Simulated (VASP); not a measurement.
# AlCu3 (P6_3/mmc) in VASP: relaxation of cell and atoms with PBEsol

Aim: the relaxation of cell and atoms of AlCu3 with PBEsol.

Program: VASP 6.6.1. These are calculated values, not measurements. Logs are shortened: lines on timing, memory, paths and dates and some standing lists are left out, and cuts for length are marked.

## 1. The cell of the first run

It takes space group P6_3/mmc (No. 194, hexagonal). The conventional cell has a = 5.141 Å, b = 5.141 Å, c = 4.179 Å, α = 90.00°, β = 90.00°, γ = 120.00°. Within 3.4 Å of Al (site symmetry -6m2) lie 12 Cu at 2.57 Å. Cu (site symmetry mm2) has 8 Cu at 2.55 to 2.59 Å and 4 Al at 2.57 Å within 3.4 Å.

## 2. Relaxation of cell and atoms, PBEsol

Contents of INCAR:

```
SYSTEM = AlCu3
ALGO     = All            ! electronic algorithm
EDIFF    = 1E-7           ! SCF threshold, eV
EDIFFG   = -0.001         ! ionic threshold
ENCUT    = 590            ! plane-wave cutoff, eV
GGA      = PS             ! functional
GGA_COMPAT= .False.      
IBRION   = 2              ! ionic algorithm
ISEARCH  = 1            
ISIF     = 3              ! what is computed and relaxed
ISMEAR   = -1             ! smearing method
KPAR     = 4            
LASPH    = .True.         ! aspherical terms in the spheres
LCHARG   = .False.        ! write CHGCAR
LREAL    = .False.        ! projectors in reciprocal space
LWAVE    = .False.        ! write WAVECAR
NELM     = 300            ! most SCF steps
NELMIN   = 4            
NSW      = 80             ! ionic steps
PREC     = Accurate       ! precision mode
SIGMA    = 0.15           ! smearing width, eV
```

Contents of KPOINTS:

```
k-points
0
Gamma
  12 12 8
  0 0 0
```

Contents of POSCAR:

```
AlCu3
1.0
    5.1407270490      0.0000000000      0.0000000000
   -2.5703635245      4.4520002184      0.0000000000
    0.0000000000      0.0000000000      4.1787532213
Al Cu
2 6
Direct
    0.6666666667      0.3333333333      0.2500000000
    0.3333333333      0.6666666667      0.7500000000
    0.3306224908      0.1653112454      0.7500000000
    0.8346887546      0.1653112454      0.7500000000
    0.8346887546      0.6693775092      0.7500000000
    0.6693775092      0.8346887546      0.2500000000
    0.1653112454      0.8346887546      0.2500000000
    0.1653112454      0.3306224908      0.2500000000
```

Potentials or basis: VASP PAW PBE potentials, release 64 (Al, Cu).

On the command line:

```bash
> cat potpaw_PBE.64/Al/POTCAR potpaw_PBE.64/Cu/POTCAR > POTCAR
> mpirun -np 4 vasp_std > vasp.out
```

OUTCAR:

```text
SYSTEM = AlCu3
   EDIFF = 1E-7
   EDIFFG = -0.001
   ENCUT = 590
   GGA = PS
   IBRION = 2
   ISIF = 3
   ISMEAR = -1
   LASPH = .True.
   LREAL = .False.
   NELM = 300
   NELMIN = 4
   NSW = 80
   PREC = Accurate

 ion  position               nearest neighbor table
   1  0.667  0.333  0.250-   4 2.57   4 2.57   3 2.57   3 2.57   5 2.57   5 2.57   8 2.57   6 2.57
                             7 2.57   7 2.57   8 2.57   6 2.57
   2  0.333  0.667  0.750-   7 2.57   7 2.57   6 2.57   6 2.57   8 2.57   8 2.57   5 2.57   3 2.57
                             4 2.57   4 2.57   5 2.57   3 2.57
   3  0.331  0.165  0.750-   4 2.55   5 2.55   8 2.56   8 2.56   7 2.56   7 2.56   1 2.57   1 2.57
                             2 2.57   2 2.57   4 2.59   5 2.59
   4  0.835  0.165  0.750-   3 2.55   5 2.55   8 2.56   8 2.56   6 2.56   6 2.56   1 2.57   1 2.57
                             2 2.57   2 2.57   3 2.59   5 2.59
   5  0.835  0.669  0.750-   3 2.55   4 2.55   7 2.56   7 2.56   6 2.56   6 2.56   1 2.57   1 2.57
                             2 2.57   2 2.57   4 2.59   3 2.59
   6  0.669  0.835  0.250-   7 2.55   8 2.55   5 2.56   5 2.56   4 2.56   4 2.56   2 2.57   2 2.57
                             1 2.57   1 2.57   7 2.59   8 2.59
   7  0.165  0.835  0.250-   6 2.55   8 2.55   5 2.56   5 2.56   3 2.56   3 2.56   2 2.57   2 2.57
                             1 2.57   1 2.57   6 2.59   8 2.59
   8  0.165  0.331  0.250-   6 2.55   7 2.55   4 2.56   4 2.56   3 2.56   3 2.56   2 2.57   2 2.57
                             1 2.57   1 2.57   7 2.59   6 2.59

  LATTYP: Found a hexagonal cell.
 ALAT       =     5.1407270490
 C/A-ratio  =     0.8128720279

  Lattice vectors:

 A1 = (   5.1407270490,   0.0000000000,   0.0000000000)
 A2 = (  -2.5703635245,   4.4520002184,   0.0000000000)
 A3 = (   0.0000000000,   0.0000000000,   4.1787532213)

Analysis of symmetry for initial positions (statically):
=====================================================================
 Subroutine PRICEL returns:
 Original cell was already a primitive cell.

 Routine SETGRP: Setting up the symmetry group for a
 hexagonal supercell.

 Subroutine GETGRP returns: Found 24 space group operations
 (whereof 12 operations were pure point group operations)
 out of a pool of 24 trial point group operations.

The static configuration has the point symmetry D_3d.
 The point group associated with its full space group is D_6h.

Analysis of symmetry for dynamics (positions and initial velocities):
=====================================================================
 Subroutine PRICEL returns:
 Original cell was already a primitive cell.

 Routine SETGRP: Setting up the symmetry group for a
 hexagonal supercell.

 Subroutine GETGRP returns: Found 24 space group operations
 (whereof 12 operations were pure point group operations)
 out of a pool of 24 trial point group operations.

The dynamic configuration has the point symmetry D_3d.
 The point group associated with its full space group is D_6h.

 Subroutine INISYM returns: Found 24 space group operations
 (whereof 12 operations are pure point group operations),
 and found     1 'primitive' translations

----------------------------------------------------------------------------------------

                                     Primitive cell

  volume of cell :      95.6371

  direct lattice vectors                    reciprocal lattice vectors
     5.140727049  0.000000000  0.000000000     0.194525014  0.112309069  0.000000000
    -2.570363524  4.452000218  0.000000000     0.000000000  0.224618138  0.000000000
     0.000000000  0.000000000  4.178753221     0.000000000  0.000000000  0.239305828

  length of vectors
     5.140727049  5.140727049  4.178753221     0.224618138  0.224618138  0.239305828

  position of ions in fractional coordinates (direct lattice)
     0.666666667  0.333333333  0.250000000
     0.333333333  0.666666667  0.750000000
     0.330622491  0.165311245  0.750000000
     0.834688755  0.165311245  0.750000000
     0.834688755  0.669377509  0.750000000
     0.669377509  0.834688755  0.250000000
     0.165311245  0.834688755  0.250000000
     0.165311245  0.330622491  0.250000000

  ion indices of the primitive-cell ions
   primitive index   ion index
                 1           1
                 2           2
                 3           3
                 4           4
                 5           5
                 6           6
                 7           7
                 8           8

----------------------------------------------------------------------------------------

 KPOINTS: k-points

Automatic generation of k-mesh.
 Grid dimensions read from file:
 generate k-points for:   12   12    8

 Generating k-lattice:

  Cartesian coordinates                     Fractional coordinates (reciprocal lattice)
     0.016210418  0.009359089  0.000000000     0.083333333  0.000000000  0.000000000
     0.000000000  0.018718178  0.000000000     0.000000000  0.083333333  0.000000000
     0.000000000  0.000000000  0.029913229     0.000000000  0.000000000  0.125000000

  Length of vectors
     0.018718178  0.018718178  0.029913229

  Shift w.r.t. Gamma in fractional coordinates (k-lattice)
     0.000000000  0.000000000  0.000000000

 Subroutine IBZKPT returns following result:
 ===========================================

 Found     95 irreducible k-points:

 Following reciprocal coordinates:
            Coordinates               Weight
  0.000000  0.000000  0.000000      1.000000
  0.083333  0.000000  0.000000      6.000000
  0.166667 -0.000000  0.000000      6.000000
  0.250000  0.000000  0.000000      6.000000
  0.333333  0.000000  0.000000      6.000000
  0.416667 -0.000000  0.000000      6.000000
[... 16 lines left out ...]
  0.250000  0.000000  0.125000     12.000000
  0.333333  0.000000  0.125000     12.000000
 [... further k-points ...]
   k-points           NKPTS =     95   k-points in BZ     NKDIM =     95   number of bands    NBANDS=     43
   number of dos      NEDOS =    301   number of ions     NIONS =      8
   total plane-waves  NPLWV =  63504
   dimension x,y,z NGX =    42 NGY =   42 NGZ =   36
   dimension x,y,z NGXF=    84 NGYF=   84 NGZF=   72
   ions per type =               2   6
   NGX,Y,Z   is equivalent  to a cutoff of  13.58, 13.58, 14.32 a.u.
   NGXF,Y,Z  is equivalent  to a cutoff of  27.16, 27.16, 28.64 a.u.
 SYSTEM =  AlCu3
   PREC   = accura    normal or accurate (medium, high low for compatibility)
   ISTART =      0    job   : 0-new  1-cont  2-samecut
   ICHARG =      2    charge: 1-file 2-atom 10-const
   ISPIN  =      1    spin polarized calculation?
   LNONCOLLINEAR =      F non collinear calculations
   LSORBIT =      F    spin-orbit coupling
   LASPH  =      T    aspherical Exc in radial PAW
   ENCUT  =  590.0 eV  43.36 Ry    6.59 a.u.  10.18 10.18  8.28*2*pi/ulx,y,z
   NELM   =    300;   NELMIN=  4; NELMDL= -5     # of ELM steps
   EDIFF  = 0.1E-06   stopping-criterion for ELM
   LREAL  =      F    real-space projection
   EDIFFG = -.1E-02   stopping-criterion for IOM
   NSW    =     80    number of steps for IOM
   IBRION =      2    ionic relax: 0-MD 1-quasi-New 2-CG
   NFREE  =      1    steps in history (QN), initial steepest desc. (CG)
   ISIF   =      3    stress and relaxation
   ISYM   =      2    0-nonsym 1-usesym 2-fastsym
   POTIM  = 0.5000    time-step for ionic-motion
   TEBEG  =    0.0;   TEEND  =   0.0 temperature during run
   PSTRESS=    0.0 pullay stress
   NELECT =      72.0000    total number of electrons
   NUPDOWN=      -1.0000    fix difference up-down
   EMIN   =  10.00;   EMAX   =-10.00  energy-range for DOS
   EFERMI =   0.00;   METHOD = LEGACY
   ISMEAR =    -1;   SIGMA  =   0.15  broadening in eV -4-tet -1-fermi 0-gaus
   EFERMI_NEDOS =   21; number of points for ismear=-14 and -15
   IALGO  =     58    algorithm
   IMIX   =      4    mixing-type and parameters
     AMIX     =   0.40;   BMIX     =  1.00
     AMIX_MAG =   1.60;   BMIX_MAG =  1.00
  volume/ion in A,a.u.               =      11.95        80.67
  Fermi-wavevector in a.u.,A,eV,Ry     =   1.489282  2.814334 30.177177  2.217960
  Thomas-Fermi vector in A             =   2.602210
   LORBIT       =      0    0 simple, 1 ext, 2 COOP (PROOUT), +10 PAW based schemes
   GGA     = PS    functional components
   LHFCALC =     F    Hartree Fock is set to
   AEXX    =    0.0000 exact exchange contribution
   IVDW    =     0    specifies the selected vdW correction
   LEPSILON=     F    determine dielectric tensor
   LRPA    =     F    only Hartree local field effects (RPA)
 conjugate gradient relaxation of ions
 non-spin polarized calculation
  energy-cutoff  :      590.00
  volume of cell :       95.64
 maximum number of plane-waves:      3143
 NGX is ok and might be reduce to    42
   NGX = 21   NGY = 21   NGZ = 17

--------------------------------------- Ionic step        1  -------------------------------------------

 number of electron      72.0000010 magnetization

 Free energy of the ion-electron system (eV)
  ---------------------------------------------------
  ext. energy  EPLUGINS =         0.00000000
  ---------------------------------------------------
  free energy    TOTEN  =       -35.71318502 eV

  energy without entropy =      -35.53117705  energy(sigma->0) =      -35.62218104

------------------------ aborting loop because EDIFF is reached ----------------------------------------

  FORCE on cell =-STRESS in cart. coord.  units (eV):
  Direction    XX          YY          ZZ          XY          YZ          ZX
  --------------------------------------------------------------------------------------
  -------------------------------------------------------------------------------------
  Total        0.4984407      0.4984407      0.3443090      0.0000000     -0.0000000      0.0000000
  in kB        8.3502139      8.3502139      5.7680967      0.0000000     -0.0000000      0.0000000
  external PRESSURE =       7.4895082 kB  Pullay stress =       0.0000000 kB
[... 279 lines left out ...]
  energy  without entropy=      -35.5315521100  energy(sigma->0) =      -35.62296191

--------------------------------------- Ionic step        8  -------------------------------------------

 number of electron      72.0000006 magnetization

 Free energy of the ion-electron system (eV)
  ---------------------------------------------------
  ext. energy  EPLUGINS =         0.00000000
  ---------------------------------------------------
  free energy    TOTEN  =       -35.71437175 eV

  energy without entropy =      -35.53155394  energy(sigma->0) =      -35.62296284

 E-fermi :   8.5885     XC(G=0): -12.4849

 val. band max:        8.5877680270   @ k =   0.4167   0.1667   0.2500
 cond. band min:       8.5975048179   @ k =   0.0833   0.0000   0.1250
 fundamental gap:      0.0097367909
 Fermi energy:         8.5884598613

 k-point     1 :       0.0000    0.0000    0.0000
  band No.  band energies     occupation
      1      -2.1024      2.00000
      2       2.2980      2.00000
      3       3.4245      2.00000
      4       3.4245      2.00000
      5       3.5230      2.00000
      6       3.5911      2.00000
[... 1093 lines left out ...]
     42      12.8275      0.00000
     43      14.0136      0.00000

 [... further k-points ...]

------------------------ aborting loop because EDIFF is reached ----------------------------------------

  FORCE on cell =-STRESS in cart. coord.  units (eV):
  Direction    XX          YY          ZZ          XY          YZ          ZX
  --------------------------------------------------------------------------------------
  -------------------------------------------------------------------------------------
  Total       -0.0041097     -0.0041097     -0.0036149      0.0000000      0.0000000     -0.0000000
  in kB       -0.0685002     -0.0685002     -0.0602522      0.0000000      0.0000000     -0.0000000
  external PRESSURE =      -0.0657509 kB  Pullay stress =       0.0000000 kB
[... 23 lines left out ...]
  FREE ENERGIE OF THE ION-ELECTRON SYSTEM (eV)
  ---------------------------------------------------
  free  energy   TOTEN  =       -35.7143717457 eV

  energy  without entropy=      -35.5315540210  energy(sigma->0) =      -35.62296288

 reached required accuracy - stopping structural energy minimisation
```

Wall time 14 min (4 MPI ranks of Intel Xeon Platinum 8559C (Emerald Rapids), shared host); peak memory 0.88 GiB.

Results:

```yaml
Free_energy: -35.7144 eV
Relaxed_volume: 12.02 Å³/atom
Relaxed_cell: a = 5.152 Å, b = 5.152 Å, c = 4.182 Å, α = 90.00°, β = 90.00°, γ = 120.00°
Space_group_after_relaxing_to_0.1_Å: P6_3/mmc (No. 194)
Energy_gained_by_relaxing: 0.1 meV/atom
Ionic_steps: 8
Pressure_after_relaxing: 0.0 GPa
Band_gap_on_the_k_mesh: zero (bands 36 and 37 overlap by 2.59 eV)
```

Step by step:
| step | energy change (eV) | largest force (eV/Å) | pressure (GPa) | volume (Å³) |
| --- | --- | --- | --- | --- |
| 1 | 0.0000 | 0.0017 | 0.75 | 95.64 |
| 2 | -0.0007 | 0.0032 | -0.44 | 96.41 |
| 3 | -0.0012 | 0.0025 | 0.00 | 96.12 |
| 4 | -0.0012 | 0.0029 | -0.02 | 96.13 |
| 5 | -0.0012 | 0.0012 | -0.02 | 96.13 |
| 6 | -0.0012 | 0.0001 | -0.01 | 96.12 |
| 7 | -0.0012 | 0.0010 | -0.01 | 96.12 |
| 8 | -0.0012 | 0.0008 | -0.01 | 96.12 |

Final structure:
```
CELL_PARAMETERS angstrom
5.15202 0.00000 0.00000
-2.57601 4.46178 0.00000
0.00000 0.00000 4.18163
ATOMIC_POSITIONS crystal
Al 0.66667 0.33333 0.25000
Al 0.33333 0.66667 0.75000
Cu 0.33056 0.16528 0.75000
Cu 0.83472 0.16528 0.75000
Cu 0.83472 0.66944 0.75000
Cu 0.66944 0.83472 0.25000
Cu 0.16528 0.83472 0.25000
Cu 0.16528 0.33056 0.25000
```

Caveat: the PAW data sets were made with another functional, which shifts forces and pressure a little.
